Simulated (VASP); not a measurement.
Set up this calculation in VASP 6.6.1, as the native input.

- Task: single point
- Functional: PBE
- Potentials or basis: VASP PAW PBE potentials, release 64 (Mg, O)
- Cutoff: 520 eV
- k mesh: 12 × 12 × 8
- Occupations: gaussian, width 0.05 eV
- Spin: no spin polarisation
- Dipole correction: no
- Further INCAR settings: ALGO = Normal; EDIFF = 1e-07; NBANDS = 11

The structure of MgO lies in POSCAR:

```
MgO
1.0
    2.8936586088      0.0000000000      0.0000000000
   -1.4468293044      2.5823061858      0.0000000000
    0.0000000000      0.0000000000      2.6797873418
Mg O
1 1
Direct
    0.0000000000      0.0000000000      0.0000000000
    0.3333333333      0.6666666667      0.5000000000
```

This cell differs from its parent crystal: strain -0.0150 x Voigt [1, -1, 0, 0, 0, 0].

These files were run (other wordings do the same):

INCAR

```
ALGO     = Normal         # electronic algorithm
EDIFF    = 1E-7           # SCF threshold, eV
ENCUT    = 520            # plane-wave cutoff, eV
GGA      = PE             # functional
ISIF     = 2              # what is computed and relaxed
ISMEAR   = 0              # smearing method
LASPH    = True           # aspherical terms in the spheres
LCHARG   = False          # write CHGCAR
LREAL    = False          # projectors in reciprocal space
LWAVE    = False          # write WAVECAR
NBANDS   = 11             # bands
NELM     = 60             # most SCF steps
PREC     = Accurate       # precision mode
SIGMA    = 0.05           # smearing width, eV
```

KPOINTS

```
k-points
0
Gamma
  12 12 8
```

Potentials or basis: VASP PAW PBE potentials, release 64 (Mg, O).

Command:

```sh
$ cat potpaw_PBE.64/Mg/POTCAR potpaw_PBE.64/O/POTCAR > POTCAR
$ mpirun -np 1 vasp_std > vasp.out
```

Results of the run:

| Property | Result |
| --- | --- |
| Pressure | -0.6 GPa |
| Largest force | 0.005 eV/Å |
| Band gap on the k mesh | 2.99 eV (least direct gap 3.40 eV) |

Caveat: the cell differs from its parent crystal (strain -0.0150 x Voigt [1, -1, 0, 0, 0, 0]).

Run time: 44 s on 1 thread of Intel Xeon 8259CL, on a shared host, peak memory 0.17 GiB.
